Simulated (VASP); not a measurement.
A run of VASP 6.6.1 is set up as follows.

INCAR

```
SYSTEM = TiB2
ALGO = Normal
EDIFF = 1E-6
ENCUT = 520
GGA = PS
ISIF = 2
ISMEAR = -1
LASPH = .TRUE.
LCHARG = .TRUE.
LELF = .TRUE.
LREAL = .FALSE.
LVHAR = .TRUE.
LWAVE = .FALSE.
NBANDS = 16
NELM = 80
PREC = Accurate
SIGMA = 0.05
```

KPOINTS

```
k-points
0
G
  12 12 10
  0 0 0
```

Contents of POSCAR:

```
TiB2
1.0
    3.0174548627      0.0000000000      0.0000000000
   -1.5087274313      2.6131925658      0.0000000000
    0.0000000000      0.0000000000      3.1853999221
Ti B
1 2
Direct
    0.0000000000      0.0000000000      0.0000000000
    0.3333333333      0.6666666667      0.5000000000
    0.6666666667      0.3333333333      0.5000000000
```

Potentials or basis: VASP PAW PBE potentials, release 64 (Ti_sv, B).

The run is started by

```console
$ cat potpaw_PBE.64/Ti_sv/POTCAR potpaw_PBE.64/B/POTCAR > POTCAR
$ mpirun -np 1 vasp_std > vasp.out
```

Problem. What does it give for the pressure?

Solution. 0.4 GPa.

Problem. Estimate the band gap on the k mesh.

Solution. Zero (bands 9 and 10 overlap by 0.55 eV).

Stress tensor (GPa, compression positive):
```
0.45 0.00 0.00
0.00 0.45 0.00
0.00 0.00 0.31
```

Caveat: the PAW data sets were made with another functional, which shifts forces and pressure a little.
